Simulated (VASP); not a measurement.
# HgTe in VASP: a series of runs

The runs below take HgTe through electric field gradients, with PBE, LDA, PBEsol, r2SCAN.

Everything below comes from runs of VASP 6.6.1. Logs are shortened: lines on timing, memory, paths and dates and some standing lists are left out, and cuts for length are marked.

## 1. The cell of the first run

The structure is tetragonal, space group I4/mmm (No. 139). The conventional cell has a = 4.132 Å, b = 4.132 Å, c = 5.726 Å, α = 90.00°, β = 90.00°, γ = 90.00°. Within 3.8 Å of Hg (site symmetry 4/mmm) lie 6 Te at 2.86 to 2.92 Å. Within 3.8 Å of Te (site symmetry 4/mmm) lie 6 Hg at 2.86 to 2.92 Å.

## 2. Electric field gradients, PBE (zz strain of -2 %)

File INCAR:

```
SYSTEM = HgTe
  PREC = Accurate
  ENCUT = 520
  EDIFF = 1E-8
  ISMEAR = -1
  SIGMA = 0.08
  LREAL = .FALSE.
  LASPH = .TRUE.
  NELM = 60
  ALGO = Normal
  ISIF = 2
  LWAVE = .FALSE.
  LCHARG = .FALSE.
  GGA = PE
  LEFG = .TRUE.
  NBANDS = 16
```

File KPOINTS:

```
Automatic mesh
0
G
  10 10 10
  0 0 0
```

File POSCAR:

```
HgTe
1.0
    0.0000000000      2.9215000000      2.8630700000
    2.9215000000      0.0000000000      2.8630700000
    2.9215000000      2.9215000000      0.0000000000
Hg Te
1 1
Direct
    0.0000000000      0.0000000000      0.0000000000
    0.5000000000      0.5000000000      0.5000000000
```

Potentials or basis: VASP PAW PBE potentials, release 64 (Hg, Te).

Started as:

```sh
$ cat potpaw_PBE.64/Hg/POTCAR potpaw_PBE.64/Te/POTCAR > POTCAR
$ mpirun -np 1 vasp_std > vasp.out
```

OUTCAR:

```text
SYSTEM = HgTe
   PREC = Accurate
   ENCUT = 520
   EDIFF = 1E-8
   ISMEAR = -1
   LREAL = .FALSE.
   LASPH = .TRUE.
   NELM = 60
   ISIF = 2
   GGA = PE

 ion  position               nearest neighbor table
   1  0.000  0.000  0.000-   2 2.86   2 2.86   2 2.92   2 2.92   2 2.92   2 2.92
   2  0.500  0.500  0.500-   1 2.86   1 2.86   1 2.92   1 2.92   1 2.92   1 2.92

  LATTYP: Found a body centered tetragonal cell.
 ALAT       =     4.1316249225
 C/A-ratio  =     1.3859292911

  Lattice vectors:

 A1 = (   0.0000000000,  -2.9215000000,  -2.8630700000)
 A2 = (   0.0000000000,   2.9215000000,  -2.8630700000)
 A3 = (   2.9215000000,   0.0000000000,   2.8630700000)

Analysis of symmetry for initial positions (statically):
=====================================================================
 Subroutine PRICEL returns:
 Original cell was already a primitive cell.

 Routine SETGRP: Setting up the symmetry group for a
 body centered tetragonal supercell.

 Subroutine GETGRP returns: Found 16 space group operations
 (whereof 16 operations were pure point group operations)
 out of a pool of 16 trial point group operations.

The static configuration has the point symmetry D_4h.

Analysis of symmetry for dynamics (positions and initial velocities):
=====================================================================
 Subroutine PRICEL returns:
 Original cell was already a primitive cell.

 Routine SETGRP: Setting up the symmetry group for a
 body centered tetragonal supercell.

 Subroutine GETGRP returns: Found 16 space group operations
 (whereof 16 operations were pure point group operations)
 out of a pool of 16 trial point group operations.

The dynamic configuration has the point symmetry D_4h.

 Subroutine INISYM returns: Found 16 space group operations
 (whereof 16 operations are pure point group operations),
 and found     1 'primitive' translations

----------------------------------------------------------------------------------------

                                     Primitive cell

  volume of cell :      48.8735

  direct lattice vectors                    reciprocal lattice vectors
     0.000000000  2.921500000  2.863070000    -0.171144960  0.171144960  0.174637714
     2.921500000  0.000000000  2.863070000     0.171144960 -0.171144960  0.174637714
     2.921500000  2.921500000  0.000000000     0.171144960  0.171144960 -0.174637714

  length of vectors
     4.090517336  4.090517336  4.131624922     0.298461933  0.298461933  0.298461933

  position of ions in fractional coordinates (direct lattice)
     0.000000000  0.000000000  0.000000000
     0.500000000  0.500000000  0.500000000

  ion indices of the primitive-cell ions
   primitive index   ion index
                 1           1
                 2           2

----------------------------------------------------------------------------------------

 KPOINTS: Automatic mesh

Automatic generation of k-mesh.
 Grid dimensions read from file:
 generate k-points for:   10   10   10

 Generating k-lattice:

  Cartesian coordinates                     Fractional coordinates (reciprocal lattice)
    -0.017114496  0.017114496  0.017463771     0.100000000 -0.000000000  0.000000000
     0.017114496 -0.017114496  0.017463771    -0.000000000  0.100000000  0.000000000
     0.017114496  0.017114496 -0.017463771     0.000000000  0.000000000  0.100000000

  Length of vectors
     0.029846193  0.029846193  0.029846193

  Shift w.r.t. Gamma in fractional coordinates (k-lattice)
     0.000000000  0.000000000  0.000000000

 Subroutine IBZKPT returns following result:
 ===========================================

 Found    102 irreducible k-points:

 Following reciprocal coordinates:
            Coordinates               Weight
  0.000000  0.000000  0.000000      1.000000
  0.100000 -0.000000  0.000000      8.000000
  0.200000 -0.000000  0.000000      8.000000
  0.300000  0.000000  0.000000      8.000000
  0.400000  0.000000  0.000000      8.000000
  0.500000  0.000000  0.000000      4.000000
[... 16 lines left out ...]
  0.300000  0.300000  0.000000      2.000000
  0.400000  0.300000  0.000000      8.000000
 [... further k-points ...]
   k-points           NKPTS =    102   k-points in BZ     NKDIM =    102   number of bands    NBANDS=     16
   number of dos      NEDOS =    301   number of ions     NIONS =      2
   total plane-waves  NPLWV =  28800
   dimension x,y,z NGX =    30 NGY =   30 NGZ =   32
   dimension x,y,z NGXF=    60 NGYF=   60 NGZF=   64
   ions per type =               1   1
   NGX,Y,Z   is equivalent  to a cutoff of  12.19, 12.19, 12.88 a.u.
   NGXF,Y,Z  is equivalent  to a cutoff of  24.39, 24.39, 25.75 a.u.
 SYSTEM =  HgTe
   PREC   = accura    normal or accurate (medium, high low for compatibility)
   ISTART =      0    job   : 0-new  1-cont  2-samecut
   ICHARG =      2    charge: 1-file 2-atom 10-const
   ISPIN  =      1    spin polarized calculation?
   LNONCOLLINEAR =      F non collinear calculations
   LSORBIT =      F    spin-orbit coupling
   LASPH  =      T    aspherical Exc in radial PAW
   ENCUT  =  520.0 eV  38.22 Ry    6.18 a.u.   7.61  7.61  7.68*2*pi/ulx,y,z
   NELM   =     60;   NELMIN=  2; NELMDL= -5     # of ELM steps
   EDIFF  = 0.1E-07   stopping-criterion for ELM
   LREAL  =      F    real-space projection
   EDIFFG = 0.1E-06   stopping-criterion for IOM
   NSW    =      0    number of steps for IOM
   IBRION =     -1    ionic relax: 0-MD 1-quasi-New 2-CG
   NFREE  =      0    steps in history (QN), initial steepest desc. (CG)
   ISIF   =      2    stress and relaxation
   ISYM   =      2    0-nonsym 1-usesym 2-fastsym
   POTIM  = 0.5000    time-step for ionic-motion
   TEBEG  =    0.0;   TEEND  =   0.0 temperature during run
   PSTRESS=    0.0 pullay stress
   NELECT =      18.0000    total number of electrons
   NUPDOWN=      -1.0000    fix difference up-down
   EMIN   =  10.00;   EMAX   =-10.00  energy-range for DOS
   EFERMI =   0.00;   METHOD = LEGACY
   ISMEAR =    -1;   SIGMA  =   0.08  broadening in eV -4-tet -1-fermi 0-gaus
   EFERMI_NEDOS =   21; number of points for ismear=-14 and -15
   IALGO  =     38    algorithm
   IMIX   =      4    mixing-type and parameters
     AMIX     =   0.40;   BMIX     =  1.00
     AMIX_MAG =   1.60;   BMIX_MAG =  1.00
  volume/ion in A,a.u.               =      24.44       164.91
  Fermi-wavevector in a.u.,A,eV,Ry     =   1.173477  2.217549 18.735865  1.377047
  Thomas-Fermi vector in A             =   2.309889
   LORBIT       =      0    0 simple, 1 ext, 2 COOP (PROOUT), +10 PAW based schemes
   GGA     = PE    functional components
   LHFCALC =     F    Hartree Fock is set to
   AEXX    =    0.0000 exact exchange contribution
   IVDW    =     0    specifies the selected vdW correction
   LEPSILON=     F    determine dielectric tensor
   LRPA    =     F    only Hartree local field effects (RPA)
 non-spin polarized calculation
  energy-cutoff  :      520.00
  volume of cell :       48.87
 maximum number of plane-waves:      1332
   NGX = 15   NGY = 15   NGZ = 15

 number of electron      17.9999999 magnetization

 Free energy of the ion-electron system (eV)
  ---------------------------------------------------
  ext. energy  EPLUGINS =         0.00000000
  ---------------------------------------------------
  free energy    TOTEN  =        -3.05739320 eV

  energy without entropy =       -3.04446314  energy(sigma->0) =       -3.05092817

 E-fermi :   6.2063     XC(G=0): -10.6063

 val. band max:        6.1454483750   @ k =   0.5000   0.0000   0.1000
 cond. band min:       6.2266533771   @ k =  -0.3000   0.2000   0.0000
 fundamental gap:      0.0812050021
 Fermi energy:         6.2063329299

 k-point     1 :       0.0000    0.0000    0.0000
  band No.  band energies     occupation
      1      -7.0056      2.00000
      2      -1.1647      2.00000
      3      -1.1274      2.00000
      4      -1.1027      2.00000
      5      -1.1027      2.00000
      6      -1.0428      2.00000
[... 8 lines left out ...]
     15      14.1359      0.00000
     16      14.1359      0.00000

 k-point     2 :       0.1000   -0.0000    0.0000
  band No.  band energies     occupation
      1      -6.8932      2.00000
      2      -1.2161      2.00000
      3      -1.1764      2.00000
      4      -1.1135      2.00000
      5      -1.0807      2.00000
      6      -1.0346      2.00000
[... 8 lines left out ...]
     15      14.3613      0.00000
     16      14.4884      0.00000
[... 387 lines left out ...]
      5      -0.9198      2.00000
      6      -0.9198      2.00000
[... 8 lines left out ...]
     15      17.9502      0.00000
     16      18.8025      0.00000

 k-point    24 :       0.4000    0.3000    0.0000
  band No.  band energies     occupation
      1      -5.7187      2.00000
      2      -1.4127      2.00000
      3      -1.2208      2.00000
      4      -1.0909      2.00000
      5      -0.8365      2.00000
      6      -0.8255      2.00000
[... 8 lines left out ...]
     15      18.5819      0.00000
     16      18.7735      0.00000

 [... further k-points ...]
[... 5 lines left out ...]
  --------------------------------------------------------------------------------------
  -------------------------------------------------------------------------------------
  Total        3.5564325      3.5564325      4.5882253      0.0000000     -0.0000000      0.0000000
  in kB      116.5873436    116.5873436    150.4116841      0.0000000     -0.0000000      0.0000000
  external PRESSURE =     127.8621238 kB  Pullay stress =       0.0000000 kB

 VOLUME and BASIS-vectors are now :
 -----------------------------------------------------------------------------
  energy-cutoff  :      520.00
  volume of cell :       48.87
      direct lattice vectors                 reciprocal lattice vectors
     0.000000000  2.921500000  2.863070000    -0.171144960  0.171144960  0.174637714
     2.921500000  0.000000000  2.863070000     0.171144960 -0.171144960  0.174637714
     2.921500000  2.921500000  0.000000000     0.171144960  0.171144960 -0.174637714

 POSITION                                       TOTAL-FORCE (eV/Angst)
 -----------------------------------------------------------------------------------
      0.00000      0.00000      0.00000         0.000000     -0.000000     -0.000000
      2.92150      2.92150      2.86307        -0.000000      0.000000      0.000000
 -----------------------------------------------------------------------------------
    total drift:                               -0.000000      0.000000      0.000000

  FREE ENERGIE OF THE ION-ELECTRON SYSTEM (eV)
  ---------------------------------------------------
  free  energy   TOTEN  =        -3.0573932015 eV

  energy  without entropy=       -3.0444631378  energy(sigma->0) =       -3.05092817

 Electric field gradients (V/A^2)
---------------------------------------------------------------------
 ion       V_xx      V_yy      V_zz      V_xy      V_xz      V_yz
---------------------------------------------------------------------
   1      21.096    21.096   -42.192     0.001    -0.001    -0.001
   2     -12.802   -12.802    25.603     0.000     0.000     0.000
---------------------------------------------------------------------

 Electric field gradients after diagonalization (V/A^2)
 (convention: |V_zz| > |V_xx| > |V_yy|)
----------------------------------------------------------------------
 ion       V_xx      V_yy      V_zz     asymmetry (V_yy - V_xx)/ V_zz
----------------------------------------------------------------------
   1      21.097    21.095   -42.192       0.000
   2     -12.802   -12.801    25.603       0.000
----------------------------------------------------------------------

           NMR quadrupolar parameters

 Cq : quadrupolar parameter    Cq=e*Q*V_zz/h
 eta: asymmetry parameters     (V_yy - V_xx)/ V_zz
 Q  : nuclear electric quadrupole moment in mb (millibarn)
----------------------------------------------------------------------
 ion       Cq(MHz)       eta       Q (mb)
----------------------------------------------------------------------
   1      -0.102       0.000       1.000
   2       0.062       0.000       1.000
----------------------------------------------------------------------
```

It took 46 s on 1 thread of Intel Xeon 6975P-C (Granite Rapids), shared host; peak memory 0.23 GiB.

What came out:

* Free energy: -3.0574 eV
* Pressure: 12.8 GPa
* Band gap on the k mesh: zero (band 9 reaches 6.74 eV, above the bottom of band 10 at 3.24 eV)

Levels at points of the mesh, in eV from the Fermi level:
```tsv
k point	band 6	band 7	band 8	band 9	band 10	band 11	band 12	band 13
(0.00, 0.00, 0.00)	-7.25	-1.04	-0.89	-0.89	-0.24	7.71	7.71	7.78
(0.50, 0.00, 0.00)	-7.04	-6.16	0.37	0.53	2.44	3.63	3.83	4.48
(0.50, 0.50, 0.00)	-5.98	-5.34	-3.07	-2.97	-2.97	4.54	9.96	9.96
(0.50, 0.00, 0.50)	-6.05	-5.33	-2.99	-2.89	-2.77	4.67	9.72	10.36
```

Electric field gradients, principal values (V/Å²):
```csv
atom,least,middle,greatest (by size)
1 Hg,21.095,21.097,-42.192
2 Te,-12.801,-12.802,25.603
```

Caveat: the cell differs from its parent crystal (zz strain of -2 %); without QUAD_EFG the Cq values of the log hold for a quadrupole moment of 1 mb, not for the nuclei; spin-orbit coupling is left out, which moves the levels of the heavy elements.

[end of part 1 of 3]
